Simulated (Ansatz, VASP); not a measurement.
# One calculation of Ga2FeN2, two programs

```xyz
5
Lattice="4.6806 0.0000 0.0000 0.0000 4.6806 0.0000 0.0000 0.0000 4.7805" Properties=species:S:1:pos:R:3 pbc="T T T"
Ga    0.0000    2.3403    2.3903
Ga    2.3403    0.0000    2.3903
Fe    0.0000    0.0000    2.3903
N     0.0000    0.0000    4.2053
N     0.0000    0.0000    0.5752
```

Alike in both runs: functional PBE; k mesh 8 × 8 × 6; occupations gaussian, width 0.1 eV; no spin polarisation.

Ansatz relaxed the structure, and its values are those at the end. VASP's run is a single point on that final structure, the one shown.

|  | VASP | Ansatz |
| --- | --- | --- |
| version | VASP 6.6.1 | Ansatz 0.2.0 |
| potentials or method | VASP PAW PBE potentials, release 64 (Ga_d, Fe_sv, N), cutoff 600 eV | scalar-relativistic, plane waves, PAW |
| valence electrons in the cell | 52 | 52 |

```csv
,VASP,Ansatz,Ansatz less VASP
gap on the k mesh at the Fermi level (eV),none,none,-
pressure (GPa),-0.1,0.0,+0.09
rms of the force components (eV/Å),0.293,0.000,-0.2926
```

A gap of «none» marks a metal or a gap that the smearing closes. One of these differences is far larger than is usual between the two programs; its cause wasn't traced.

Noted on VASP's run: the standard files for N, O and F lose accuracy on very short bonds.
